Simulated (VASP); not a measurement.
## SiO2: electric field gradients with PBE

The system is SiO2.

```
Si O
1.0
     9.77799    0.00000    0.00000
     0.00000    7.54459    0.00000
     0.00000    0.00000    9.44051
Si O
12 24
Direct
  0.09073 0.20468 0.36645
  0.59073 0.79532 0.63355
  0.90927 0.20468 0.63355
  0.40927 0.79532 0.36645
  0.90927 0.79532 0.63355
  0.40927 0.20468 0.36645
  0.09073 0.79532 0.36645
  0.59073 0.20468 0.63355
  0.08954 0.50000 0.14111
  0.58954 0.50000 0.85889
  0.91046 0.50000 0.85889
  0.41046 0.50000 0.14111
  0.05285 0.32459 0.23136
  0.55285 0.67541 0.76864
  0.94715 0.32459 0.76864
  0.44715 0.67541 0.23136
  0.94715 0.67541 0.76864
  0.44715 0.32459 0.23136
  0.05285 0.67541 0.23136
  0.55285 0.32459 0.76864
  0.25000 0.23002 0.40697
  0.75000 0.76998 0.59303
  0.75000 0.23002 0.59303
  0.25000 0.76998 0.40697
  0.05990 0.00000 0.32823
  0.55990 0.00000 0.67177
  0.94010 0.00000 0.67177
  0.44010 0.00000 0.32823
  0.00000 0.26551 0.50000
  0.50000 0.73449 0.50000
  0.00000 0.73449 0.50000
  0.50000 0.26551 0.50000
  0.00000 0.50000 0.00000
  0.50000 0.50000 0.00000
  0.25000 0.50000 0.10134
  0.75000 0.50000 0.89866
```

| Property | Result |
| --- | --- |
| Program | VASP 6.6.1 |
| Task | electric field gradients |
| Functional | PBE |
| Potentials or basis | VASP PAW PBE potentials, release 64 (Si, O) |
| Cutoff | 520 eV |
| k mesh | 2 × 3 × 3 |
| Occupations | fermi-dirac, width 0.02 eV |
| Spin | no spin polarisation |
| Dipole correction | no |
| Charge | 1 |
| Further INCAR settings | LREAL = Auto; ALGO = Normal; EDIFF = 1e-08; NBANDS = 120; NELECT = 191.0 |

The largest force is 0.349 eV/Å and the largest electric field gradient by atom is Si +11.3, -7.9 (each value once); O +82.9, +82.1, +85.6, +83.0, +97.3, +83.4 (each value once) V/Å².

Forces on the atoms (eV/Å):
```
Si  -0.043 -0.176 -0.084
Si  -0.043  0.176  0.084
Si   0.043 -0.176  0.084
Si   0.043  0.176 -0.084
Si   0.043  0.176  0.084
Si   0.043 -0.176 -0.084
Si  -0.043  0.176 -0.084
Si  -0.043 -0.176  0.084
Si  -0.224  0.000 -0.163
Si  -0.224  0.000  0.163
Si   0.224  0.000  0.163
Si   0.224  0.000 -0.163
O   -0.164 -0.092 -0.102
O   -0.164  0.092  0.102
O    0.164 -0.092  0.102
O    0.164  0.092 -0.102
O    0.164  0.092  0.102
O    0.164 -0.092 -0.102
O   -0.164  0.092 -0.102
O   -0.164 -0.092  0.102
O    0.000  0.180  0.217
O    0.000 -0.180 -0.217
O    0.000  0.180 -0.217
O    0.000 -0.180  0.217
O   -0.155  0.000 -0.186
O   -0.155  0.000  0.186
O    0.155  0.000  0.186
O    0.155  0.000 -0.186
O    0.000  0.349  0.000
O    0.000 -0.349  0.000
O    0.000 -0.349  0.000
O    0.000  0.349  0.000
O    0.000  0.000  0.000
O    0.000  0.000  0.000
O    0.000  0.000 -0.201
O    0.000  0.000  0.201
```

Levels at points of the mesh, in eV from the Fermi level:
| k point | band 94 | band 95 | band 96 | band 97 | band 98 | band 99 |
| --- | --- | --- | --- | --- | --- | --- |
| (0.00, 0.00, 0.00) | -0.19 | -0.02 | -0.01 | 6.01 | 7.83 | 7.90 |
| (0.50, 0.00, 0.00) | -0.20 | -0.09 | -0.09 | 6.58 | 6.58 | 8.38 |

Electric field gradients, principal values (V/Å²):
```
 atom    least   middle  greatest (by size)
 1 Si   -1.014  -10.265              11.279
 2 Si   -1.014  -10.265              11.279
 3 Si   -1.014  -10.265              11.279
 4 Si   -1.014  -10.265              11.279
 5 Si   -1.014  -10.265              11.279
 6 Si   -1.014  -10.265              11.279
 7 Si   -1.014  -10.265              11.279
 8 Si   -1.014  -10.265              11.279
 9 Si    2.044    5.863              -7.907
10 Si    2.044    5.863              -7.907
11 Si    2.044    5.863              -7.907
12 Si    2.044    5.863              -7.907
 13 O  -34.810  -48.070              82.880
 14 O  -34.810  -48.070              82.880
 15 O  -34.810  -48.070              82.880
 16 O  -34.810  -48.070              82.880
 17 O  -34.810  -48.070              82.880
 18 O  -34.810  -48.070              82.880
 19 O  -34.810  -48.070              82.880
 20 O  -34.810  -48.070              82.880
 21 O  -30.291  -51.838              82.129
 22 O  -30.291  -51.838              82.129
 23 O  -30.291  -51.838              82.129
 24 O  -30.291  -51.838              82.129
 25 O  -38.708  -46.870              85.579
 26 O  -38.708  -46.870              85.579
 27 O  -38.708  -46.870              85.579
 28 O  -38.708  -46.870              85.579
 29 O  -40.466  -42.508              82.974
 30 O  -40.466  -42.508              82.974
 31 O  -40.466  -42.508              82.974
 32 O  -40.466  -42.508              82.974
 33 O  -45.684  -51.648              97.332
 34 O  -45.684  -51.648              97.332
 35 O  -39.913  -43.510              83.423
 36 O  -39.913  -43.510              83.423
```

Wall time 38 min on 1 thread of Oxide Virtual Turin-like Processor, with other jobs on the host, peak memory 0.82 GiB.

Caveat: the cell carries a net charge on a neutralising background, which shifts energy and pressure; the cell is charged against a uniform background, so pressure and absolute levels hang on convention; without QUAD_EFG the Cq values of the log hold for a quadrupole moment of 1 mb, not for the nuclei; an odd number of electrons without spin polarisation forces a metal; a magnetic or distorted state may lie lower.
